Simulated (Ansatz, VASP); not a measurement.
# MgO: VASP beside Ansatz

INCAR

```
PREC     = Accurate       # precision mode
ENCUT    = 840            # plane-wave cutoff, eV
EDIFF    = 1E-6           # SCF threshold, eV
ISMEAR   = -1             # smearing method
SIGMA    = 0.02           # smearing width, eV
LREAL    = False          # projectors in reciprocal space
LASPH    = True           # aspherical terms in the spheres
NELM     = 120            # most SCF steps
ALGO     = Normal         # electronic algorithm
ISIF     = 2              # what is computed and relaxed
LWAVE    = False          # write WAVECAR
LCHARG   = False          # write CHGCAR
GGA      = PE             # functional
NBANDS   = 15             # bands
GGA_COMPAT= False
```

The input KPOINTS:

```
regular mesh
0
Gamma
  10 10 10
```

File POSCAR:

```
MgO
1.0
    0.0000000000      2.2047538254      2.2047538254
    2.2047538254      0.0000000000      2.2047538254
    2.2047538254      2.2047538254      0.0000000000
Mg O
1 1
Direct
    0.0000000000      0.0000000000      0.0000000000
    0.5000000000      0.5000000000      0.5000000000
```

Input for Ansatz:

```yaml
crystal:
  lattice:
    - [0.0, 2.2047538254, 2.2047538254]
    - [2.2047538254, 0.0, 2.2047538254]
    - [2.2047538254, 2.2047538254, 0.0]
  atoms:
    - { symbol: Mg, position: [0.0, 0.0, 0.0] }
    - { symbol: O, position: [0.5, 0.5, 0.5] }
kpoints:
  mp_grid: { grid: [10, 10, 10] }
  band_path:
    path:
      - [0.0, 0.0, 0.0]
      - [0.5, 0.0, 0.5]
      - [0.625, 0.25, 0.625]
      - [0.375, 0.375, 0.75]
      - [0.5, 0.5, 0.5]
      - [0.5, 0.25, 0.75]
    npoints: 1
hamiltonian:
  xc: pbe
scf:
  occupations: { method: fermi_dirac, width: 0.02 }
  n_extra_bands: 4
output:
  forces: true
  stress: true
  eigenvalues: true
```

Change from the starting cell: hydrostatic strain +4.9%.

Alike in both runs: task single point; functional PBE; k mesh 10 × 10 × 10; occupations fermi-dirac, width 0.02 eV; no spin polarisation.

```csv
,VASP,Ansatz
version,VASP 6.6.1,Ansatz 0.2.0
potentials or method,"VASP PAW PBE potentials, release 64 (Mg_sv, O)","plane waves, PAW"
plane-wave cutoff (eV),840,420
valence electrons in the cell,16,16
```

```csv
,VASP,Ansatz,Ansatz less VASP
gap on the k mesh at the Fermi level (eV),3.52,3.52,+0.004
pressure (GPa),-13.0,-12.9,+0.11
```

The functional is the same, so the differences come from potentials, cutoffs and numerics.
